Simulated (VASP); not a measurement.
Set up this calculation in VASP 6.6.1, as the native input.

```
Task                   : single point
Functional             : PBEsol
Potentials or basis    : VASP PAW PBE potentials, release 64 (Mg, O)
Cutoff                 : 520 eV
k mesh                 : 14 × 14 × 14
Occupations            : gaussian, width 0.05 eV
Spin                   : no spin polarisation
Dipole correction      : no
Further INCAR settings : ALGO = Normal; EDIFF = 1e-06; NBANDS = 11
```

The structure of MgO lies in POSCAR:

```
MgO
1.0
    2.4029724776      0.0000000000      0.0000000000
    0.0000000000      2.4029724776      0.0000000000
    0.0000000000      0.0000000000      2.4029724776
Mg O
1 1
Direct
    0.0000000000      0.0000000000      0.0000000000
    0.5000000000      0.5000000000      0.5000000000
```

This cell differs from its parent crystal: volume scaled by 0.760.

One way to write it, as run:

INCAR

```
SYSTEM = MgO
ALGO = Normal ; EDIFF = 1E-6
ENCUT = 520 ; GGA = PS
ISIF = 2 ; ISMEAR = 0
LASPH = .TRUE. ; LCHARG = .FALSE.
LREAL = .FALSE. ; LWAVE = .FALSE.
NBANDS = 11 ; NELM = 100
PREC = Accurate ; SIGMA = 0.05
```

KPOINTS

```
k-points
0
G
  14 14 14
  0 0 0
```

Potentials or basis: VASP PAW PBE potentials, release 64 (Mg, O).

The run is started by

```bash
$ cat potpaw_PBE.64/Mg/POTCAR potpaw_PBE.64/O/POTCAR > POTCAR
$ mpirun -np 1 vasp_std > vasp.out
```

It gave:

- Pressure: 71.2 GPa
- Band gap on the k mesh: 5.55 eV, indirect (least direct gap 5.81 eV)

Caveat: the PAW data sets were made with another functional, which shifts forces and pressure a little.

It took 7.2 s on 1 thread of Intel(R) Xeon(R) Platinum 8488C (Sapphire Rapids) (shared host), peak memory 0.13 GiB.
